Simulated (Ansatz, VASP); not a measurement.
# One calculation of ZrB2W3, two programs

```
Zr B W
1.0
     4.13328    0.00000    0.00000
    -2.06664    3.57953    0.00000
     0.00000    0.00000    6.63598
Zr B W
1 2 3
Direct
  0.00000 0.00000 0.00000
  0.66667 0.33333 0.74363
  0.33333 0.66667 0.25637
  0.66667 0.33333 0.35759
  0.33333 0.66667 0.64241
  0.00000 0.00000 0.50000
```

Change from the starting cell: species swapped into the Li3LaBi2 type (P-3m1, No. 164).

Alike in both runs: task single point; functional PBE; k mesh 6 × 6 × 4; occupations gaussian, width 0.1 eV; no spin polarisation.

|  | VASP | Ansatz |
| --- | --- | --- |
| version | VASP 6.6.1 | Ansatz 0.2.0 |
| potentials or method | VASP PAW PBE potentials, release 64 (Zr_sv, B, W_sv), cutoff 520 eV | scalar-relativistic, plane waves, PAW |
| valence electrons in the cell | 60 | 60 |

Ansatz gave:

* gap on the k mesh at the Fermi level (eV): none
* pressure (GPa): -14.1
* traceless stress, the component that is largest in VASP (GPa): -7.21
* rms of the force components (eV/Å): 0.501

Problem. Which values does VASP return?

Solution. gap on the k mesh at the Fermi level (eV): none; pressure (GPa): -13.7; traceless stress, the component that is largest in VASP (GPa): -7.39; rms of the force components (eV/Å): 0.516.

Atom by atom the forces differ by 0.018 eV/Å (rms over components). A gap of «none» marks a metal or a gap that the smearing closes.

Neither program's run includes spin-orbit coupling.
